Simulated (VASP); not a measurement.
# H2ClF in VASP: notebook

The runs below take H2ClF through single point, with PBE.

Everything below comes from runs of VASP 6.6.1. Logs are shortened: lines on timing, memory, paths and dates and some standing lists are left out, and cuts for length are marked.

## (1) The cell of the first run

The cell holds an amorphous packing of atoms, 24 atoms: a = 8.247 Å, b = 8.247 Å, c = 8.247 Å, α = 90.00°, β = 90.00°, γ = 90.00°.

## (2) Single point, PBE

File INCAR:

```
SYSTEM = H2ClF
PREC = Accurate
ENCUT = 520
EDIFF = 1E-6
ISMEAR = -1
SIGMA = 0.05
LREAL = Auto
LASPH = .True.
NELM = 60
ALGO = Normal
ISIF = 2
LWAVE = .False.
LCHARG = .True.
GGA = PE
LELF = .True.
LVHAR = .True.
NBANDS = 66
```

File KPOINTS:

```
regular mesh
0
Gamma
  1 1 1
  0 0 0
```

File POSCAR:

```
H2ClF
1.0
    8.2474740000      0.0000000000      0.0000000000
    0.0000000000      8.2474740000      0.0000000000
    0.0000000000      0.0000000000      8.2474740000
Cl H F
6 12 6
Direct
   -0.0005698715      0.3860333479      0.6024026265
    0.7049673633      0.0441711001      0.8057254864
    0.2885125797      0.1577695183      0.2581517687
    0.7826275051      0.7114784478      0.0068869571
    0.2129621748      1.0183966630      0.6330544358
    0.5266824727      0.4045481077      0.9282114742
   -0.0082934484      0.2561632810      0.5183162748
    0.8488295932      0.1198063795      0.7767832915
    0.3129321778      0.3078882092      0.1800551296
    0.7638459970      0.8412878901     -0.1009157471
    0.2120770554      1.1593974106      0.5570796586
    0.4830812440      0.2565270288      0.9757411785
    0.1386000126      0.2035411085     -0.0126705462
    1.0178025417      1.0039801277      0.2654509732
    0.2387155146      0.5268400967      0.4813716297
    1.2511830895      1.0431921337      0.9574810421
    0.7369286645      0.3785643944      0.4325324336
    0.8490478418      0.6718541944      0.7022028805
    0.0439771014      0.2793825115     -0.0452259686
    0.9193724042      1.0454473697      0.2476758338
    0.2858450963      0.4588313949      0.4065972199
    1.1667329900      0.9728190716      0.9900728393
    0.6755159216      0.4486949580      0.3631778651
    0.7735095618      0.6978985323      0.6229664986
```

Potentials or basis: VASP PAW PBE potentials, release 64 (Cl, H, F).

Started as:

```console
> cat potpaw_PBE.64/Cl/POTCAR potpaw_PBE.64/H/POTCAR potpaw_PBE.64/F/POTCAR > POTCAR
> mpirun -np 1 vasp_gam > vasp.out
```

OUTCAR:

```text
SYSTEM = H2ClF
   PREC = Accurate
   ENCUT = 520
   EDIFF = 1E-6
   ISMEAR = -1
   LREAL = Auto
   LASPH = .True.
   NELM = 60
   ISIF = 2
   GGA = PE

 ion  position               nearest neighbor table
   1  0.999  0.386  0.602-   7 1.28
   2  0.705  0.044  0.806-   8 1.36
   3  0.289  0.158  0.258-   9 1.41
   4  0.783  0.711  0.007-  10 1.40
   5  0.213  0.018  0.633-  11 1.32
   6  0.527  0.405  0.928-  12 1.33
[... 16 lines left out ...]
  23  0.676  0.449  0.363-  17 0.96
  24  0.774  0.698  0.623-  18 0.93

  LATTYP: Found a simple cubic cell.
 ALAT       =     8.2474740000

  Lattice vectors:

 A1 = (   8.2474740000,   0.0000000000,   0.0000000000)
 A2 = (   0.0000000000,   8.2474740000,   0.0000000000)
 A3 = (   0.0000000000,   0.0000000000,   8.2474740000)

Analysis of symmetry for initial positions (statically):
=====================================================================
 Subroutine PRICEL returns:
 Original cell was already a primitive cell.

 Routine SETGRP: Setting up the symmetry group for a
 simple cubic supercell.

 Subroutine GETGRP returns: Found  1 space group operations
 (whereof  1 operations were pure point group operations)
 out of a pool of 48 trial point group operations.

The static configuration has the point symmetry C_1 .

Analysis of symmetry for dynamics (positions and initial velocities):
=====================================================================
 Subroutine PRICEL returns:
 Original cell was already a primitive cell.

 Routine SETGRP: Setting up the symmetry group for a
 simple cubic supercell.

 Subroutine GETGRP returns: Found  1 space group operations
 (whereof  1 operations were pure point group operations)
 out of a pool of 48 trial point group operations.

The dynamic configuration has the point symmetry C_1 .

 Subroutine INISYM returns: Found  1 space group operations
 (whereof  1 operations are pure point group operations),
 and found     1 'primitive' translations

----------------------------------------------------------------------------------------

                                     Primitive cell

  volume of cell :     561.0000

  direct lattice vectors                    reciprocal lattice vectors
     8.247474000  0.000000000  0.000000000     0.121249246  0.000000000  0.000000000
     0.000000000  8.247474000  0.000000000     0.000000000  0.121249246  0.000000000
     0.000000000  0.000000000  8.247474000     0.000000000  0.000000000  0.121249246

  length of vectors
     8.247474000  8.247474000  8.247474000     0.121249246  0.121249246  0.121249246

  position of ions in fractional coordinates (direct lattice)
     0.999430129  0.386033348  0.602402627
     0.704967363  0.044171100  0.805725486
     0.288512580  0.157769518  0.258151769
     0.782627505  0.711478448  0.006886957
     0.212962175  0.018396663  0.633054436
     0.526682473  0.404548108  0.928211474
[... 16 lines left out ...]
     0.675515922  0.448694958  0.363177865
     0.773509562  0.697898532  0.622966499

  ion indices of the primitive-cell ions
   primitive index   ion index
                 1           1
                 2           2
                 3           3
                 4           4
                 5           5
                 6           6
[... 16 lines left out ...]
                23          23
                24          24

----------------------------------------------------------------------------------------

 KPOINTS: regular mesh

Automatic generation of k-mesh.
 Grid dimensions read from file:
 generate k-points for:    1    1    1

 Generating k-lattice:

  Cartesian coordinates                     Fractional coordinates (reciprocal lattice)
     0.121249246  0.000000000  0.000000000     1.000000000  0.000000000  0.000000000
     0.000000000  0.121249246  0.000000000     0.000000000  1.000000000  0.000000000
     0.000000000  0.000000000  0.121249246     0.000000000  0.000000000  1.000000000

  Length of vectors
     0.121249246  0.121249246  0.121249246

  Shift w.r.t. Gamma in fractional coordinates (k-lattice)
     0.000000000  0.000000000  0.000000000

 Subroutine IBZKPT returns following result:
 ===========================================

 Found      1 irreducible k-points:

 Following reciprocal coordinates:
            Coordinates               Weight
  0.000000  0.000000  0.000000      1.000000
   k-points           NKPTS =      1   k-points in BZ     NKDIM =      1   number of bands    NBANDS=     66
   number of dos      NEDOS =    301   number of ions     NIONS =     24
   total plane-waves  NPLWV = 262144
   dimension x,y,z NGX =    64 NGY =   64 NGZ =   64
   dimension x,y,z NGXF=   128 NGYF=  128 NGZF=  128
   ions per type =               6  12   6
   NGX,Y,Z   is equivalent  to a cutoff of  12.90, 12.90, 12.90 a.u.
   NGXF,Y,Z  is equivalent  to a cutoff of  25.80, 25.80, 25.80 a.u.
 SYSTEM =  H2ClF
   PREC   = accura    normal or accurate (medium, high low for compatibility)
   ISTART =      0    job   : 0-new  1-cont  2-samecut
   ICHARG =      2    charge: 1-file 2-atom 10-const
   ISPIN  =      1    spin polarized calculation?
   LNONCOLLINEAR =      F non collinear calculations
   LSORBIT =      F    spin-orbit coupling
   LASPH  =      T    aspherical Exc in radial PAW
   ENCUT  =  520.0 eV  38.22 Ry    6.18 a.u.  15.33 15.33 15.33*2*pi/ulx,y,z
   NELM   =     60;   NELMIN=  2; NELMDL= -5     # of ELM steps
   EDIFF  = 0.1E-05   stopping-criterion for ELM
   LREAL  =      T    real-space projection
   EDIFFG = 0.1E-04   stopping-criterion for IOM
   NSW    =      0    number of steps for IOM
   IBRION =     -1    ionic relax: 0-MD 1-quasi-New 2-CG
   NFREE  =      0    steps in history (QN), initial steepest desc. (CG)
   ISIF   =      2    stress and relaxation
   ISYM   =      2    0-nonsym 1-usesym 2-fastsym
   POTIM  = 0.5000    time-step for ionic-motion
   TEBEG  =    0.0;   TEEND  =   0.0 temperature during run
   PSTRESS=    0.0 pullay stress
   NELECT =      96.0000    total number of electrons
   NUPDOWN=      -1.0000    fix difference up-down
   EMIN   =  10.00;   EMAX   =-10.00  energy-range for DOS
   EFERMI =   0.00;   METHOD = LEGACY
   ISMEAR =    -1;   SIGMA  =   0.05  broadening in eV -4-tet -1-fermi 0-gaus
   EFERMI_NEDOS =   21; number of points for ismear=-14 and -15
   IALGO  =     38    algorithm
   IMIX   =      4    mixing-type and parameters
     AMIX     =   0.40;   BMIX     =  1.00
     AMIX_MAG =   1.60;   BMIX_MAG =  1.00
  volume/ion in A,a.u.               =      23.38       157.74
  Fermi-wavevector in a.u.,A,eV,Ry     =   0.908889  1.717552 11.239496  0.826080
  Thomas-Fermi vector in A             =   2.032869
   LORBIT       =      0    0 simple, 1 ext, 2 COOP (PROOUT), +10 PAW based schemes
   GGA     = PE    functional components
   LHFCALC =     F    Hartree Fock is set to
   AEXX    =    0.0000 exact exchange contribution
   IVDW    =     0    specifies the selected vdW correction
   LEPSILON=     F    determine dielectric tensor
   LRPA    =     F    only Hartree local field effects (RPA)
 non-spin polarized calculation
  energy-cutoff  :      520.00
  volume of cell :      561.00
 maximum number of plane-waves:      7602
 NGX is ok and might be reduce to    64
   NGX = 31   NGY = 31   NGZ = 31

 number of electron      95.9999981 magnetization

 Free energy of the ion-electron system (eV)
  ---------------------------------------------------
  ext. energy  EPLUGINS =         0.00000000
  ---------------------------------------------------
  free energy    TOTEN  =       -82.98181621 eV

  energy without entropy =      -82.98181621  energy(sigma->0) =      -82.98181621

 E-fermi :  -2.8752     XC(G=0):  -5.5423

 val. band max:       -4.1814729551   @ k =   0.0000   0.0000   0.0000
 cond. band min:      -0.0938248137   @ k =   0.0000   0.0000   0.0000
 fundamental gap:      4.0876481414
 Fermi energy:        -2.8752419880

 k-point     1 :       0.0000    0.0000    0.0000
  band No.  band energies     occupation
      1     -28.0192      2.00000
      2     -27.4430      2.00000
      3     -27.2618      2.00000
      4     -26.7831      2.00000
      5     -26.3783      2.00000
      6     -26.2012      2.00000
[... 52 lines left out ...]
     59       3.6696      0.00000
     60       3.8545      0.00000
 [bands above 60 left out]

------------------------ aborting loop because EDIFF is reached ----------------------------------------

  FORCE on cell =-STRESS in cart. coord.  units (eV):
  Direction    XX          YY          ZZ          XY          YZ          ZX
  --------------------------------------------------------------------------------------
  -------------------------------------------------------------------------------------
  Total        1.2027174     -2.2257874      1.4457133     -2.5824443      5.3061756     -0.1921135
  in kB        3.4348778     -6.3566952      4.1288576     -7.3752828     15.1540717     -0.5486630
  external PRESSURE =       0.4023467 kB  Pullay stress =       0.0000000 kB

 VOLUME and BASIS-vectors are now :
 -----------------------------------------------------------------------------
  energy-cutoff  :      520.00
  volume of cell :      561.00
      direct lattice vectors                 reciprocal lattice vectors
     8.247474000  0.000000000  0.000000000     0.121249246  0.000000000  0.000000000
     0.000000000  8.247474000  0.000000000     0.000000000  0.121249246  0.000000000
     0.000000000  0.000000000  8.247474000     0.000000000  0.000000000  0.121249246

 POSITION                                       TOTAL-FORCE (eV/Angst)
 -----------------------------------------------------------------------------------
      8.24277      3.18380      4.96830        -0.400248      0.169348      0.275323
      5.81420      0.36430      6.64520         1.327522      1.057135     -0.694749
      2.37950      1.30120      2.12910         0.825556      2.060054     -1.392749
      6.45470      5.86790      0.05680         0.041097      0.942816     -0.970469
      1.75640      0.15173      5.22110         0.007838      0.526426     -0.388787
      4.34380      3.33650      7.65540        -0.599752     -1.063011      0.464965
[... 16 lines left out ...]
      5.57130      3.70060      2.99530         0.419115     -0.688981      0.459849
      6.37950      5.75590      5.13790        -0.393874      0.209147     -0.731933
 -----------------------------------------------------------------------------------
    total drift:                               -0.002581      0.004819     -0.004006

  FREE ENERGIE OF THE ION-ELECTRON SYSTEM (eV)
  ---------------------------------------------------
  free  energy   TOTEN  =       -82.9818162108 eV

  energy  without entropy=      -82.9818162108  energy(sigma->0) =      -82.98181621
```

It took 38 s on 1 thread of Intel Xeon 6975P-C (Granite Rapids), shared host; peak memory 0.55 GiB.

Results:

- Free energy: -82.9818 eV
- Pressure: 0.0 GPa
- Largest force: 3.882 eV/Å
- Band gap on the k mesh: 4.09 eV

Forces on the atoms (eV/Å):
```
Cl  -0.400  0.169  0.275
Cl   1.328  1.057 -0.695
Cl   0.826  2.060 -1.393
Cl   0.041  0.943 -0.970
Cl   0.008  0.526 -0.389
Cl  -0.600 -1.063  0.465
H   -0.034 -0.219 -0.380
H   -1.378 -0.679  0.526
H   -0.344 -1.927  1.339
H    0.212 -1.236  1.275
H    0.272 -0.702  0.402
H    0.525  1.088 -0.405
H   -3.224  2.079 -0.591
H    2.807 -1.258  0.314
H   -0.506  0.755  0.759
H    0.248 -0.756 -0.103
H   -0.512  0.746 -0.551
H    0.309 -0.184  0.781
F    2.615 -1.790  0.774
F   -2.969  1.290 -0.239
F    0.719 -0.383 -0.763
F    0.034 -0.038 -0.160
F    0.419 -0.689  0.460
F   -0.394  0.209 -0.732
```

Stress tensor (GPa, compression positive):
```
 0.34 -0.74 -0.05
-0.74 -0.64  1.52
-0.05  1.52  0.41
```

Caveat: the k points lie up to 0.76 Å⁻¹ apart.

## (3) Single point, PBE

File INCAR:

```
PREC     = Accurate       # precision mode
ENCUT    = 520            # plane-wave cutoff, eV
EDIFF    = 1E-7           # SCF threshold, eV
ISMEAR   = -1             # smearing method
SIGMA    = 0.05           # smearing width, eV
LREAL    = Auto         
LASPH    = True           # aspherical terms in the spheres
NELM     = 80             # most SCF steps
ALGO     = Normal         # electronic algorithm
ISIF     = 2              # what is computed and relaxed
LWAVE    = False          # write WAVECAR
LCHARG   = False          # write CHGCAR
GGA      = PE             # functional
NBANDS   = 66             # bands
```

File KPOINTS:

```
Automatic mesh
0
Gamma
  1 1 1
```

File POSCAR:

```
H2ClF
1.0
    8.2474740000      0.0000000000      0.0000000000
    0.0000000000      8.2474740000      0.0000000000
    0.0000000000      0.0000000000      8.2474740000
Cl H F
6 12 6
Direct
   -0.1340895406      0.3893919520      0.5648032355
    0.7301750815      0.0704821864      0.7890658400
    0.3526898054      0.2068390879      0.2371513993
    0.8947951821      0.5672645952      0.0572660187
    0.2073119600      1.0915948326      0.6101747032
    0.4648453575      0.4152180413      0.9118549510
   -0.0563687742      0.3846147317      0.7018755076
    0.6116054443      0.0041224743      0.8522003222
    0.4404742591      0.1776422696      0.3509923160
    0.8248222425      0.4458819755      0.1334347947
    0.0945622866      1.0686302254      0.5046272350
    0.5223902494      0.5494288312      0.8654771146
    0.1495609444      0.2216436208     -0.0267475836
    1.0124554500      1.1359963063      0.2230258622
    0.4129506804      0.5453669815      0.4746544215
    1.3134930768      0.8940313119      1.0489514729
    0.7345400543      0.3242568573      0.2947569159
    0.7651918636      0.7394627737      0.7165466663
    0.1189333849      0.3182792695     -0.0106456838
    0.8933038164      1.1259568687      0.2356357838
    0.3123986811      0.5961461655      0.5130783074
    1.2162026822      0.8579111616      1.0214521440
    0.6478589687      0.2613527487      0.2876153353
    0.6762676669      0.7238337459      0.6362675408
```

Potentials or basis: VASP PAW PBE potentials, release 64 (Cl, H, F).

Started as:

```console
> cat potpaw_PBE.64/Cl/POTCAR potpaw_PBE.64/H/POTCAR potpaw_PBE.64/F/POTCAR > POTCAR
> mpirun -np 1 vasp_gam > vasp.out
```

Run time: 37 s. Hardware: 1 thread of Intel Xeon 6975P-C (Granite Rapids), shared host; peak memory 0.55 GiB.

Results (log left out):

| Item | Value |
| --- | --- |
| Free energy | -82.7867 eV |
| Pressure | 1.9 GPa |
| Largest force | 7.732 eV/Å |
| Band gap on the k mesh | 4.78 eV |

Forces on the atoms (eV/Å):
```
Cl   0.278  0.074  0.431
Cl   1.337  0.644 -0.623
Cl  -2.696  0.306 -2.305
Cl  -0.543 -0.237  0.523
Cl  -0.024 -0.093  0.144
Cl  -0.098 -0.375  0.163
H   -0.080  0.030 -0.309
H   -1.299 -0.730  0.707
H    1.473 -0.748  2.164
H    0.398  0.682 -0.756
H   -0.016 -0.008  0.106
H    0.268  0.590 -0.394
H    2.294 -7.237 -1.465
H   -2.100 -0.174  0.166
H   -1.708  0.885  0.691
H    3.370  1.217  1.116
H    3.180  1.783  0.518
H   -1.725 -0.239 -1.718
F   -2.376  6.804  1.186
F    2.820  0.001 -0.268
F    1.698 -0.851 -0.673
F   -3.391 -1.117 -1.025
F   -2.696 -1.426 -0.103
F    1.637  0.219  1.724
```

Stress tensor (GPa, compression positive):
```
 2.44  0.27  0.07
 0.27  2.58 -0.07
 0.07 -0.07  0.77
```

Levels at points of the mesh, in eV from the valence-band top:
```
           k point  band 44  band 45  band 46  band 47  band 48  band 49  band 50  band 51  band 52  band 53
(0.00, 0.00, 0.00)    -0.36    -0.32    -0.27    -0.02     0.00     4.78     5.88     6.34     6.78     6.83
```

Caveat: the k points lie up to 0.76 Å⁻¹ apart.

## (4) Single point, PBE

File INCAR:

```
ALGO     = Normal         # electronic algorithm
EDIFF    = 1E-6           # SCF threshold, eV
ENCUT    = 520            # plane-wave cutoff, eV
GGA      = PE             # functional
ISIF     = 2              # what is computed and relaxed
ISMEAR   = -1             # smearing method
LASPH    = True           # aspherical terms in the spheres
LCHARG   = False          # write CHGCAR
LREAL    = Auto         
LWAVE    = False          # write WAVECAR
NBANDS   = 66             # bands
NELM     = 60             # most SCF steps
PREC     = Accurate       # precision mode
SIGMA    = 0.05           # smearing width, eV
```

File KPOINTS:

```
k-points
0
Gamma
  1 1 1
```

File POSCAR:

```
H2ClF
1.0
    8.2474740000      0.0000000000      0.0000000000
    0.0000000000      8.2474740000      0.0000000000
    0.0000000000      0.0000000000      8.2474740000
Cl H F
6 12 6
Direct
   -0.2264087162      0.4295860769      0.5501442017
    0.7347825528      0.1215523686      0.8457134875
    0.3458513479      0.1900339425      0.2233289853
    0.9803122750      0.5273008439      0.1583515147
    0.1994065092      1.0908794620      0.6232211220
    0.4186857697      0.4658274764      0.8458953614
   -0.1303186891      0.5250456079      0.4673188421
    0.7621727574     -0.0285784472      0.8024760066
    0.2942112943      0.1283302015      0.3500586968
    0.9671082322      0.3751815404      0.1694821954
    0.1898035689      0.9356561779      0.6110961975
    0.4133265531      0.3294584499      0.7612148883
    0.1845898514      0.1885425768     -0.0753927809
    0.9880722267      1.0337589424      0.1124223005
    0.3299191971      0.7786869046      0.5222811251
    1.1972393002      0.7544491804      0.9257864893
    0.6770679119      0.2653175991      0.3111376889
    0.5662218517      0.6575467834      0.7000446440
    0.0985150120      0.2261298429     -0.1174420192
    1.0379177916      1.0997427819      0.1892700723
    0.2690884506      0.7558556717      0.6157521685
    1.2524319567      0.7664286059      1.0366689243
    0.7467013537      0.1928954247      0.2507798145
    0.5985590255      0.7140246820      0.5914659446
```

Started as:

```console
> cat potpaw_PBE.64/Cl/POTCAR potpaw_PBE.64/H/POTCAR potpaw_PBE.64/F/POTCAR > POTCAR
> mpirun -np 1 vasp_gam > vasp.out
```

Wall time 36 s (1 thread of Intel Xeon 6975P-C (Granite Rapids), shared host); peak memory 0.54 GiB.

It converged, with:

* Free energy: -83.3164 eV
* Pressure: 1.0 GPa
* Largest force: 7.519 eV/Å
* Band gap on the k mesh: 4.70 eV

Forces in eV/Å, atoms in the order of the input:
```
Cl   0.628 -0.109 -0.232
Cl   0.029 -0.762 -0.086
Cl   1.479  1.048 -1.466
Cl   0.065  0.966  0.035
Cl   0.068  0.483 -0.771
Cl   0.048 -0.694 -0.328
H   -0.402 -0.320  0.129
H   -0.203  0.609  0.042
H   -0.775 -0.708  1.505
H   -0.139 -1.038  0.033
H    0.037 -0.255  0.032
H    0.130  0.814  0.355
H    6.137 -2.647  3.256
H   -0.429 -0.152 -0.301
H    0.609 -0.229 -0.234
H    1.592  0.197  3.082
H    0.713 -0.732 -0.519
H    0.736  1.180 -2.987
F   -6.402  3.164 -2.353
F   -0.037 -0.103  0.302
F   -0.430 -0.523  0.131
F   -1.532 -0.144 -3.153
F   -0.851  0.782  0.534
F   -1.070 -0.827  2.993
```

Stress tensor (GPa, compression positive):
```
 2.14 -0.77 -0.05
-0.77  1.11 -0.01
-0.05 -0.01 -0.17
```

Levels at points of the mesh, in eV from the valence-band top:
```tsv
k point	band 46	band 47	band 48	band 49	band 50	band 51
(0.00, 0.00, 0.00)	-0.19	-0.09	0.00	4.70	6.20	6.40
```

Caveat: the k points lie up to 0.76 Å⁻¹ apart.
